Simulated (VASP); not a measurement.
# VN (Fm-3m) in VASP: settings compared

VN is run at these levels: RPBE+D4, PBE+D4; tasks: single point.

Everything below comes from runs of VASP 6.6.1. Logs are shortened: lines on timing, memory, paths and dates and some standing lists are left out, and cuts for length are marked.

## (1) The cell of the first run

Symmetry: Fm-3m, No. 225, cubic system. The conventional cell has a = 4.029 Å, b = 4.029 Å, c = 4.029 Å, α = 90.00°, β = 90.00°, γ = 90.00°. Within 2.7 Å of V (site symmetry m-3m) lie 6 N at 2.01 Å. N (site symmetry m-3m) has 6 V at 2.01 Å within 2.7 Å.

## (2) Single point, RPBE+D4, collinear spin, ferromagnetic start

Input file INCAR:

```
SYSTEM = VN
PREC = Accurate ; ENCUT = 600
EDIFF = 1E-6 ; ISMEAR = 0
SIGMA = 0.05 ; LREAL = .FALSE.
LASPH = .TRUE. ; NELM = 200
ALGO = Normal ; ISIF = 2
LWAVE = .FALSE. ; LCHARG = .FALSE.
ISPIN = 2 ; MAGMOM = 0.05 0
LORBIT = 11 ; LMAXMIX = 4
GGA = RP ; IVDW = 13
NBANDS = 20 ; GGA_COMPAT = .FALSE.
```

Input file KPOINTS:

```
regular mesh
0
G
  10 10 10
  0 0 0
```

Input file POSCAR:

```
VN
1.0
    0.0000000000      2.0146457733      2.0146457733
    2.0146457733      0.0000000000      2.0146457733
    2.0146457733      2.0146457733      0.0000000000
V N
1 1
Direct
    0.0000000000      0.0000000000      0.0000000000
    0.5000000000      0.5000000000      0.5000000000
```

Potentials or basis: VASP PAW PBE potentials, release 64 (V_sv, N).

Started as:

```console
$ cat potpaw_PBE.64/V_sv/POTCAR potpaw_PBE.64/N/POTCAR > POTCAR
$ mpirun -np 1 vasp_std > vasp.out
```

OUTCAR:

```text
SYSTEM = VN
   PREC = Accurate
   ENCUT = 600
   EDIFF = 1E-6
   ISMEAR = 0
   LREAL = .FALSE.
   LASPH = .TRUE.
   NELM = 200
   ISIF = 2
   ISPIN = 2
   LORBIT = 11
   GGA = RP
   IVDW = 13

 ion  position               nearest neighbor table
   1  0.000  0.000  0.000-   2 2.01   2 2.01   2 2.01   2 2.01   2 2.01   2 2.01
   2  0.500  0.500  0.500-   1 2.01   1 2.01   1 2.01   1 2.01   1 2.01   1 2.01

  LATTYP: Found a face centered cubic cell.
 ALAT       =     4.0292915466

  Lattice vectors:

 A1 = (   0.0000000000,   2.0146457733,   2.0146457733)
 A2 = (   2.0146457733,   0.0000000000,   2.0146457733)
 A3 = (   2.0146457733,   2.0146457733,   0.0000000000)

Analysis of symmetry for initial positions (statically):
=====================================================================
 Subroutine PRICEL returns:
 Original cell was already a primitive cell.

 Routine SETGRP: Setting up the symmetry group for a
 face centered cubic supercell.

 Subroutine GETGRP returns: Found 48 space group operations
 (whereof 48 operations were pure point group operations)
 out of a pool of 48 trial point group operations.

The static configuration has the point symmetry O_h .

Analysis of symmetry for dynamics (positions and initial velocities):
=====================================================================
 Subroutine PRICEL returns:
 Original cell was already a primitive cell.

 Routine SETGRP: Setting up the symmetry group for a
 face centered cubic supercell.

 Subroutine GETGRP returns: Found 48 space group operations
 (whereof 48 operations were pure point group operations)
 out of a pool of 48 trial point group operations.

The dynamic configuration has the point symmetry O_h .

Analysis of structural, dynamic, and magnetic symmetry:
=====================================================================
 Subroutine PRICEL returns:
 Original cell was already a primitive cell.

 Routine SETGRP: Setting up the symmetry group for a
 face centered cubic supercell.

 Subroutine GETGRP returns: Found 48 space group operations
 (whereof 48 operations were pure point group operations)
 out of a pool of 48 trial point group operations.

The overall configuration has the point symmetry O_h .

 Subroutine INISYM returns: Found 48 space group operations
 (whereof 48 operations are pure point group operations),
 and found     1 'primitive' translations

----------------------------------------------------------------------------------------

                                     Primitive cell

  volume of cell :      16.3541

  direct lattice vectors                    reciprocal lattice vectors
     0.000000000  2.014645773  2.014645773    -0.248182587  0.248182587  0.248182587
     2.014645773  0.000000000  2.014645773     0.248182587 -0.248182587  0.248182587
     2.014645773  2.014645773  0.000000000     0.248182587  0.248182587 -0.248182587

  length of vectors
     2.849139376  2.849139376  2.849139376     0.429864850  0.429864850  0.429864850

  position of ions in fractional coordinates (direct lattice)
     0.000000000  0.000000000  0.000000000
     0.500000000  0.500000000  0.500000000

  ion indices of the primitive-cell ions
   primitive index   ion index
                 1           1
                 2           2

----------------------------------------------------------------------------------------

 KPOINTS: regular mesh

Automatic generation of k-mesh.
 Grid dimensions read from file:
 generate k-points for:   10   10   10

 Generating k-lattice:

  Cartesian coordinates                     Fractional coordinates (reciprocal lattice)
    -0.024818259  0.024818259  0.024818259     0.100000000  0.000000000  0.000000000
     0.024818259 -0.024818259  0.024818259     0.000000000  0.100000000  0.000000000
     0.024818259  0.024818259 -0.024818259     0.000000000  0.000000000  0.100000000

  Length of vectors
     0.042986485  0.042986485  0.042986485

  Shift w.r.t. Gamma in fractional coordinates (k-lattice)
     0.000000000  0.000000000  0.000000000

 Subroutine IBZKPT returns following result:
 ===========================================

 Found     47 irreducible k-points:

 Following reciprocal coordinates:
            Coordinates               Weight
  0.000000  0.000000  0.000000      1.000000
  0.100000  0.000000  0.000000      8.000000
  0.200000  0.000000  0.000000      8.000000
  0.300000  0.000000  0.000000      8.000000
  0.400000  0.000000  0.000000      8.000000
  0.500000  0.000000  0.000000      4.000000
[... 16 lines left out ...]
  0.300000  0.300000  0.000000      6.000000
  0.400000  0.300000  0.000000     24.000000
 [... further k-points ...]
   k-points           NKPTS =     47   k-points in BZ     NKDIM =     47   number of bands    NBANDS=     20
   number of dos      NEDOS =    301   number of ions     NIONS =      2
   total plane-waves  NPLWV =  13824
   dimension x,y,z NGX =    24 NGY =   24 NGZ =   24
   dimension x,y,z NGXF=    48 NGYF=   48 NGZF=   48
   ions per type =               1   1
   NGX,Y,Z   is equivalent  to a cutoff of  14.00, 14.00, 14.00 a.u.
   NGXF,Y,Z  is equivalent  to a cutoff of  28.01, 28.01, 28.01 a.u.
 SYSTEM =  VN
   PREC   = accura    normal or accurate (medium, high low for compatibility)
   ISTART =      0    job   : 0-new  1-cont  2-samecut
   ICHARG =      2    charge: 1-file 2-atom 10-const
   ISPIN  =      2    spin polarized calculation?
   LNONCOLLINEAR =      F non collinear calculations
   LSORBIT =      F    spin-orbit coupling
   LASPH  =      T    aspherical Exc in radial PAW
   ENCUT  =  600.0 eV  44.10 Ry    6.64 a.u.   5.69  5.69  5.69*2*pi/ulx,y,z
   NELM   =    200;   NELMIN=  2; NELMDL= -5     # of ELM steps
   EDIFF  = 0.1E-05   stopping-criterion for ELM
   LREAL  =      F    real-space projection
   EDIFFG = 0.1E-04   stopping-criterion for IOM
   NSW    =      0    number of steps for IOM
   IBRION =     -1    ionic relax: 0-MD 1-quasi-New 2-CG
   NFREE  =      0    steps in history (QN), initial steepest desc. (CG)
   ISIF   =      2    stress and relaxation
   ISYM   =      2    0-nonsym 1-usesym 2-fastsym
   POTIM  = 0.5000    time-step for ionic-motion
   TEBEG  =    0.0;   TEEND  =   0.0 temperature during run
   PSTRESS=    0.0 pullay stress
   NELECT =      18.0000    total number of electrons
   NUPDOWN=      -1.0000    fix difference up-down
   EMIN   =  10.00;   EMAX   =-10.00  energy-range for DOS
   EFERMI =   0.00;   METHOD = LEGACY
   ISMEAR =     0;   SIGMA  =   0.05  broadening in eV -4-tet -1-fermi 0-gaus
   EFERMI_NEDOS =   21; number of points for ismear=-14 and -15
   IALGO  =     38    algorithm
   IMIX   =      4    mixing-type and parameters
     AMIX     =   0.40;   BMIX     =  1.00
     AMIX_MAG =   1.60;   BMIX_MAG =  1.00
  volume/ion in A,a.u.               =       8.18        55.18
  Fermi-wavevector in a.u.,A,eV,Ry     =   1.690273  3.194154 38.872176  2.857024
  Thomas-Fermi vector in A             =   2.772250
   LORBIT       =     11    0 simple, 1 ext, 2 COOP (PROOUT), +10 PAW based schemes
   GGA     = RP    functional components
   LHFCALC =     F    Hartree Fock is set to
   AEXX    =    0.0000 exact exchange contribution
   IVDW    =    13    specifies the selected vdW correction
   LEPSILON=     F    determine dielectric tensor
   LRPA    =     F    only Hartree local field effects (RPA)
 spin polarized calculation
 Gauss-broadening in eV      SIGMA  =   0.05
  energy-cutoff  :      600.00
  volume of cell :       16.35
 maximum number of plane-waves:       568
   NGX = 11   NGY = 11   NGZ = 11

 number of electron      17.9999997 magnetization       0.0021700

 Free energy of the ion-electron system (eV)
  ---------------------------------------------------
  ext. energy  EPLUGINS =         0.00000000
  ---------------------------------------------------
  free energy    TOTEN  =       -18.15979398 eV

  energy without entropy =      -18.15739660  energy(sigma->0) =      -18.15859529

 E-fermi :  13.1974     XC(G=0): -13.8918

 val. band max:       13.1801447835   @ k =   0.3000   0.1000   0.0000
 cond. band min:      13.2247108073   @ k =   0.3000   0.2000   0.1000
 fundamental gap:      0.0445660237
 Fermi energy:        13.1973865942

 spin component 1

 k-point     1 :       0.0000    0.0000    0.0000
  band No.  band energies     occupation
      1     -52.4348      1.00000
      2     -25.9557      1.00000
      3     -25.9557      1.00000
      4     -25.9557      1.00000
      5      -5.4422      1.00000
      6      10.7591      1.00000
[... 12 lines left out ...]
     19      41.9525      0.00000
     20      41.9525      0.00000

 k-point     2 :       0.1000    0.0000    0.0000
  band No.  band energies     occupation
      1     -52.4254      1.00000
      2     -26.0183      1.00000
      3     -25.9612      1.00000
      4     -25.9612      1.00000
      5      -5.2184      1.00000
      6       9.4952      1.00000
[... 12 lines left out ...]
     19      39.8033      0.00000
     20      39.8033      0.00000

 k-point     3 :       0.2000    0.0000    0.0000
  band No.  band energies     occupation
      1     -52.4009      1.00000
      2     -26.1796      1.00000
      3     -25.9755      1.00000
      4     -25.9755      1.00000
      5      -4.5950      1.00000
      6       7.6190      1.00000
[... 12 lines left out ...]
     19      38.4807      0.00000
     20      38.4807      0.00000

 k-point     4 :       0.3000    0.0000    0.0000
  band No.  band energies     occupation
      1     -52.3704      1.00000
      2     -26.3740      1.00000
      3     -25.9932      1.00000
      4     -25.9932      1.00000
      5      -3.7137      1.00000
      6       5.7651      1.00000
[... 429 lines left out ...]
 k-point    23 :       0.3000    0.3000    0.0000
  band No.  band energies     occupation
      1     -52.3494      1.00000
      2     -26.3229      1.00000
      3     -26.0903      1.00000
      4     -26.0903      1.00000
      5      -3.8255      1.00000
      6       5.6370      1.00000
[... 12 lines left out ...]
     19      41.6864      0.00000
     20      41.7057      0.00000

 k-point    24 :       0.4000    0.3000    0.0000
  band No.  band energies     occupation
      1     -52.3299      1.00000
      2     -26.3992      1.00000
      3     -26.1303      1.00000
      4     -26.1117      1.00000
      5      -3.5568      1.00000
      6       5.5828      1.00000
[... 12 lines left out ...]
     19      41.4945      0.00000
     20      43.8040      0.00000

 [... further k-points ...]

 spin component 2

 k-point     1 :       0.0000    0.0000    0.0000
  band No.  band energies     occupation
      1     -52.4325      1.00000
      2     -25.9535      1.00000
      3     -25.9535      1.00000
      4     -25.9535      1.00000
      5      -5.4420      1.00000
      6      10.7590      1.00000
[... 12 lines left out ...]
     19      41.9533      0.00000
     20      41.9533      0.00000

 k-point     2 :       0.1000    0.0000    0.0000
  band No.  band energies     occupation
      1     -52.4231      1.00000
      2     -26.0161      1.00000
      3     -25.9590      1.00000
      4     -25.9590      1.00000
      5      -5.2182      1.00000
      6       9.4958      1.00000
[... 12 lines left out ...]
     19      39.8044      0.00000
     20      39.8044      0.00000

 k-point     3 :       0.2000    0.0000    0.0000
  band No.  band energies     occupation
      1     -52.3986      1.00000
      2     -26.1774      1.00000
      3     -25.9733      1.00000
      4     -25.9733      1.00000
      5      -4.5948      1.00000
      6       7.6196      1.00000
[... 12 lines left out ...]
     19      38.4817      0.00000
     20      38.4817      0.00000

 k-point     4 :       0.3000    0.0000    0.0000
  band No.  band energies     occupation
      1     -52.3681      1.00000
      2     -26.3718      1.00000
      3     -25.9909      1.00000
      4     -25.9909      1.00000
      5      -3.7136      1.00000
      6       5.7657      1.00000
[... 429 lines left out ...]
 k-point    23 :       0.3000    0.3000    0.0000
  band No.  band energies     occupation
      1     -52.3471      1.00000
      2     -26.3206      1.00000
      3     -26.0881      1.00000
      4     -26.0881      1.00000
      5      -3.8254      1.00000
      6       5.6374      1.00000
[... 12 lines left out ...]
     19      41.6871      0.00000
     20      41.7066      0.00000

 k-point    24 :       0.4000    0.3000    0.0000
  band No.  band energies     occupation
      1     -52.3276      1.00000
      2     -26.3970      1.00000
      3     -26.1280      1.00000
      4     -26.1094      1.00000
      5      -3.5567      1.00000
      6       5.5832      1.00000
[... 12 lines left out ...]
     19      41.4954      0.00000
     20      43.8047      0.00000

 [... further k-points ...]

------------------------ aborting loop because EDIFF is reached ----------------------------------------

  DFT-D4 for vdW energy calculation

  Edisp (eV):   -1.70600

  FORCE on cell =-STRESS in cart. coord.  units (eV):
  Direction    XX          YY          ZZ          XY          YZ          ZX
  --------------------------------------------------------------------------------------
  -------------------------------------------------------------------------------------
  Total       0.82326     0.82326     0.82326    -0.00000     0.00000     0.00000
  in kB      80.65289    80.65289    80.65289    -0.00000     0.00000     0.00000
  external pressure =       80.65 kB  Pullay stress =        0.00 kB

 VOLUME and BASIS-vectors are now :
 -----------------------------------------------------------------------------
  energy-cutoff  :      600.00
  volume of cell :       16.35
      direct lattice vectors                 reciprocal lattice vectors
     0.000000000  2.014645773  2.014645773    -0.248182587  0.248182587  0.248182587
     2.014645773  0.000000000  2.014645773     0.248182587 -0.248182587  0.248182587
     2.014645773  2.014645773  0.000000000     0.248182587  0.248182587 -0.248182587

 POSITION                                       TOTAL-FORCE (eV/Angst)
 -----------------------------------------------------------------------------------
      0.00000      0.00000      0.00000        -0.000000      0.000000      0.000000
      2.01465      2.01465      2.01465         0.000000     -0.000000      0.000000
 -----------------------------------------------------------------------------------
    total drift:                                0.000000     -0.000000     -0.000000

  FREE ENERGIE OF THE ION-ELECTRON SYSTEM (eV)
  ---------------------------------------------------
  free  energy   TOTEN  =       -19.8657961721 eV

  energy  without entropy=      -19.8633987897  energy(sigma->0) =      -19.86459748

 total charge

# of ion       s       p       d       tot
------------------------------------------
    1        2.257   6.320   3.243  11.821
    2        1.256   2.556   0.000   3.811
--------------------------------------------------
tot          3.513   8.876   3.243  15.632

 magnetization (x)

# of ion       s       p       d       tot
------------------------------------------
    1        0.000   0.000   0.002   0.002
    2       -0.000  -0.000   0.000  -0.000
--------------------------------------------------
tot          0.000  -0.000   0.002   0.002
```

Wall time 18 s (1 thread of Intel Xeon 6975P-C, shared host); peak memory 0.17 GiB.

Results:

- Free energy: -19.8658 eV
- Pressure: 8.1 GPa
- Band gap on the k mesh: zero (filled and empty bands overlap)
- Net moment: 0.00 μB per cell
- Valence electrons inside the program's atomic spheres: V 11.82; N 3.81
- Dispersion energy per atom: -0.853 eV

Levels at points of the mesh, in eV from the Fermi level:
Spin up:
```csv
k point,band 5,band 6,band 7,band 8,band 9,band 10,band 11,band 12,band 13,band 14
"(0.00, 0.00, 0.00)",-18.64,-2.44,-2.44,-2.44,-1.75,-1.75,-1.75,-0.56,-0.56,6.71
"(0.50, 0.00, 0.00)",-15.63,-9.50,-6.61,-6.61,0.62,0.62,1.59,5.42,5.42,6.45
"(0.50, 0.50, 0.00)",-16.81,-7.02,-4.27,-3.90,-3.90,0.52,1.31,1.31,3.05,11.28
```
Spin down:
```tsv
k point	band 6	band 7	band 8	band 9	band 10	band 11	band 12	band 13
(0.00, 0.00, 0.00)	-2.44	-2.44	-2.44	-1.74	-1.74	-1.74	-0.56	-0.56
(0.50, 0.00, 0.00)	-9.50	-6.61	-6.61	0.62	0.62	1.59	5.42	5.42
(0.50, 0.50, 0.00)	-7.02	-4.27	-3.90	-3.90	0.52	1.31	1.31	3.05
```

Caveat: the PAW data sets were made with another functional, which shifts forces and pressure a little; pairwise dispersion overbinds metals, which lowers pressure and volume.

## (3) Single point, PBE+D4, collinear spin, ferromagnetic start

Input file INCAR:

```
PREC = Accurate ; ENCUT = 600
EDIFF = 1E-6 ; ISMEAR = 0
SIGMA = 0.05 ; LREAL = False
LASPH = True ; NELM = 200
ALGO = Normal ; ISIF = 2
LWAVE = False ; LCHARG = False
ISPIN = 2 ; MAGMOM = 0.05 0
LORBIT = 11 ; LMAXMIX = 4
GGA = PE ; IVDW = 13
NBANDS = 20 ; GGA_COMPAT = False
```

Input file KPOINTS:

```
Automatic mesh
0
Gamma
  10 10 10
```

Input file POSCAR:

```
VN
1.0
    0.0000000000      2.0138320746      2.0138320746
    2.0138320746      0.0000000000      2.0138320746
    2.0138320746      2.0138320746      0.0000000000
V N
1 1
Direct
    0.0000000000      0.0000000000      0.0000000000
    0.5000000000      0.5000000000      0.5000000000
```

Potentials or basis: VASP PAW PBE potentials, release 64 (V_sv, N).

Started as:

```console
$ cat potpaw_PBE.64/V_sv/POTCAR potpaw_PBE.64/N/POTCAR > POTCAR
$ mpirun -np 1 vasp_std > vasp.out
```

Run time: 22 s. Hardware: 1 thread of Intel Xeon 6975P-C, shared host; peak memory 0.17 GiB.

The run converged. Its results:

| Item | Value |
| --- | --- |
| Free energy | -20.0307 eV |
| Pressure | 14.8 GPa |
| Band gap on the k mesh | zero (filled and empty bands overlap) |
| Net moment | 0.00 μB per cell |
| Valence electrons inside the program's atomic spheres | V 11.83; N 3.80 |
| Dispersion energy per atom | -0.402 eV |

Levels at points of the mesh, in eV from the Fermi level:
Spin up:
```tsv
k point	band 7	band 8	band 9	band 10	band 11	band 12
(0.00, 0.00, 0.00)	-2.43	-2.43	-1.75	-1.75	-1.75	-0.57
(0.50, 0.00, 0.00)	-6.61	-6.61	0.62	0.62	1.60	5.42
(0.50, 0.50, 0.00)	-4.28	-3.89	-3.89	0.52	1.31	1.31
```
Spin down:
| k point | band 5 | band 6 | band 7 | band 8 | band 9 | band 10 | band 11 | band 12 | band 13 | band 14 |
| --- | --- | --- | --- | --- | --- | --- | --- | --- | --- | --- |
| (0.00, 0.00, 0.00) | -18.57 | -2.43 | -2.43 | -2.43 | -1.75 | -1.75 | -1.75 | -0.57 | -0.57 | 6.75 |
| (0.50, 0.00, 0.00) | -15.53 | -9.50 | -6.61 | -6.61 | 0.62 | 0.62 | 1.60 | 5.42 | 5.42 | 6.47 |
| (0.50, 0.50, 0.00) | -16.72 | -7.00 | -4.28 | -3.89 | -3.89 | 0.52 | 1.32 | 1.32 | 3.07 | 11.27 |

Caveat: pairwise dispersion overbinds metals, which lowers pressure and volume.

(Continued in part 2 of 2.)
